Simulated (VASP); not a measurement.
Set up this calculation in VASP 6.6.1, as the native input.

```yaml
Task: single point
Functional: PBEsol
Potentials_or_basis: VASP PAW PBE potentials, release 64 (Zn, S)
Cutoff: 520 eV
k_mesh: 10 × 10 × 10
Occupations: gaussian, width 0.05 eV
Spin: no spin polarisation
Dipole_correction: no
Further_INCAR_settings: ALGO = Normal; EDIFF = 1e-07; NBANDS = 16
```

The structure of ZnS lies in POSCAR:

```
ZnS
1.0
   -0.0267825907      2.6782590749      2.6782590749
    2.6514764842      0.0000000000      2.6514764842
    2.6782590749      2.6782590749     -0.0267825907
Zn S
1 1
Direct
    0.0000000000      0.0000000000      0.0000000000
    0.7500000000      0.7500000000      0.7500000000
```

This cell differs from its parent crystal: strain -0.0200 x Voigt [0, 0, 0, 0, 1, 0].

One way to write it, as run:

INCAR

```
  PREC = Accurate
  ENCUT = 520
  EDIFF = 1E-7
  ISMEAR = 0
  SIGMA = 0.05
  LREAL = False
  LASPH = True
  NELM = 60
  ALGO = Normal
  ISIF = 2
  LWAVE = False
  LCHARG = False
  GGA = PS
  NBANDS = 16
```

KPOINTS

```
regular mesh
0
Gamma
  10 10 10
```

Potentials or basis: VASP PAW PBE potentials, release 64 (Zn, S).

Launch:

```bash
$ cat potpaw_PBE.64/Zn/POTCAR potpaw_PBE.64/S/POTCAR > POTCAR
$ mpirun -np 1 vasp_std > vasp.out
```

Results of the run:

```json
{
 "Pressure": "0.2 GPa",
 "Largest force": "0.124 eV/Å",
 "Band gap on the k mesh": "2.05 eV"
}
```

Caveat: the cell differs from its parent crystal (strain -0.0200 x Voigt [0, 0, 0, 0, 1, 0]); the PAW data sets were made with another functional, which shifts forces and pressure a little.

Wall time 69 s on 1 thread of AMD EPYC 7R13 Processor (Zen 3) (shared host), peak memory 0.2 GiB.
